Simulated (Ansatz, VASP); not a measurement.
**Two plane-wave programs on C**

INCAR

```
PREC     = Accurate       # precision mode
ENCUT    = 520            # plane-wave cutoff, eV
EDIFF    = 1E-6           # SCF threshold, eV
ISMEAR   = 0              # smearing method
SIGMA    = 0.15           # smearing width, eV
LREAL    = False          # projectors in reciprocal space
LASPH    = True           # aspherical terms in the spheres
NELM     = 80             # most SCF steps
ALGO     = Normal         # electronic algorithm
ISIF     = 2              # what is computed and relaxed
LWAVE    = False          # write WAVECAR
LCHARG   = False          # write CHGCAR
GGA      = PE             # functional
IVDW     = 12             # dispersion correction
NBANDS   = 16             # bands
```

File KPOINTS:

```
Automatic mesh
0
Gamma
  18 12 10
```

File POSCAR:

```
C
1.0
   -2.4646600698      0.0000000000      0.0000000000
    0.0000000000      0.0000000000     -3.5719696368
    0.0000000000     -4.2689164642      0.0000000000
C
4
Direct
    0.5000000000      0.0000000000      0.1835327733
    0.0000000000      0.0000000000      0.6722887022
    0.0000000000      0.0000000000      0.3164672267
    0.5000000000      0.0000000000      0.8277112978
```

Input for Ansatz:

```yaml
crystal:
  lattice:
    - [-2.4646600698, 0.0, 0.0]
    - [0.0, 0.0, -3.5719696368]
    - [0.0, -4.2689164642, 0.0]
  atoms:
    - { symbol: C, position: [0.5, 0.0, 0.1835327733] }
    - { symbol: C, position: [0.0, 0.0, 0.6722887022] }
    - { symbol: C, position: [0.0, 0.0, 0.3164672267] }
    - { symbol: C, position: [0.5, 0.0, 0.8277112978] }
basis:
  ecutwfc: 520.0
kpoints:
  mp_grid: { grid: [18, 12, 10] }
hamiltonian:
  xc: pbe
  pseudopotentials: { kind: paw, azcp: { folder: soft_1 } }
  dispersion: d3bj
scf:
  occupations: { method: gaussian, width: 0.15 }
output:
  forces: true
  stress: true
  eigenvalues: true
```

Change from the starting cell: mode 8 frozen in at -0.024 Å and mode 12 at -0.048 Å (largest displacements).

Alike in both runs: task single point; functional PBE; dispersion D3(BJ); k mesh 18 × 12 × 10; occupations gaussian, width 0.15 eV; no spin polarisation.

|  | VASP | Ansatz |
| --- | --- | --- |
| version | VASP 6.6.1 | Ansatz 0.2.0 |
| potentials or method | VASP PAW PBE potentials, release 64 (C), cutoff 520 eV | scalar-relativistic, plane waves, PAW |
| valence electrons in the cell | 16 | 16 |

|  | VASP | Ansatz | Ansatz less VASP |
| --- | --- | --- | --- |
| gap on the k mesh at the Fermi level (eV) | none | none | - |
| pressure (GPa) | 4.2 | 3.9 | -0.35 |
| traceless stress, the component that is largest in VASP (GPa) | 11.63 | 11.26 | -0.367 |
| rms of the force components (eV/Å) | 2.843 | 2.842 | -0.0008 |

Atom by atom the forces differ by 0.007 eV/Å (rms over components). A gap of «none» marks a metal or a gap that the smearing closes.
